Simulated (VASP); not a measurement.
Set up this calculation in VASP 6.6.1, as the native input.

| Property | Result |
| --- | --- |
| Task | single point |
| Functional | PBEsol |
| Potentials or basis | VASP PAW PBE potentials, release 64 (Ta_pv) |
| Cutoff | 520 eV |
| k mesh | 20 × 20 × 20 |
| Occupations | gaussian, width 0.15 eV |
| Spin | no spin polarisation |
| Dipole correction | no |
| Further INCAR settings | ALGO = Normal; EDIFF = 1e-07; NBANDS = 12 |

The structure of Ta lies in POSCAR:

```
Ta
1.0
   -1.7833824000      1.7833824000      1.7833824000
    1.7833824000     -1.7833824000      1.7833824000
    1.7833824000      1.7833824000     -1.7833824000
Ta
1
Direct
    0.0000000000      0.0000000000      0.0000000000
```

This cell differs from its parent crystal: strain +0.080 along x and y, +0.080 along z.

One way to write it, as run:

INCAR

```
PREC = Accurate
ENCUT = 520
EDIFF = 1E-7
ISMEAR = 0
SIGMA = 0.15
LREAL = False
LASPH = True
NELM = 60
ALGO = Normal
ISIF = 2
LWAVE = False
LCHARG = False
GGA = PS
NBANDS = 12
```

KPOINTS

```
Automatic mesh
0
Gamma
  20 20 20
```

Potentials or basis: VASP PAW PBE potentials, release 64 (Ta_pv).

Command:

```bash
$ cat potpaw_PBE.64/Ta_pv/POTCAR > POTCAR
$ mpirun -np 1 vasp_std > vasp.out
```

Results of the run:

* Pressure: -32.1 GPa
* Band gap on the k mesh: zero (an odd number of electrons rules out a gap without spin polarisation)

Caveat: the cell differs from its parent crystal (strain +0.080 along x and y, +0.080 along z); the cell stands under tension; the PAW data sets were made with another functional, which shifts forces and pressure a little; spin-orbit coupling is left out, which moves the levels of the heavy elements.

Wall time 61 s on 1 thread of Intel Xeon 8259CL, with other jobs on the host, peak memory 0.19 GiB.
